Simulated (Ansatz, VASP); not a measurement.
## One calculation of LiNbO3, two programs

```xyz
10
Lattice="2.5752 1.4868 4.6247 -2.5752 1.4868 4.6247 0.0000 -2.9736 4.6247" Properties=species:S:1:pos:R:3 pbc="T T T"
Li    0.0000    0.0000    3.9117
Li    0.0000    0.0000   10.8487
Nb    0.0000    0.0000    0.0025
Nb    0.0000    0.0000    6.9396
O    -0.6489   -1.4422    5.5014
O     1.5735    0.1591    5.5014
O    -0.9246    1.2831    5.5014
O    -1.6507   -0.2037    7.8137
O     0.6489    1.5314    7.8137
O     1.0018   -1.3277    7.8137
```

Alike in both runs: functional r2SCAN; k mesh 6 × 6 × 6; no spin polarisation.

Ansatz relaxed the structure, and its values are those at the end. VASP's run is a single point on that final structure, the one shown.

```csv
,VASP,Ansatz
version,VASP 6.6.1,Ansatz 0.2.0
potentials or method,"VASP PAW PBE potentials, release 64 (Li_sv, Nb_sv, O), cutoff 520 eV","scalar-relativistic, plane waves, PAW"
occupations,"gaussian, width 0.01 eV",fixed
valence electrons in the cell,68,68
```

```csv
,VASP,Ansatz,Ansatz less VASP
gap on the k mesh at the Fermi level (eV),4.02,4.04,+0.013
least direct gap on the mesh (eV),4.06,4.07,+0.010
rms of the force components (eV/Å),0.016,0.000,-0.0164
```

VASP's potentials were made for PBE, not for r2SCAN.

Noted on VASP's run: the cutoff is short for stress, so the pressure is rough.
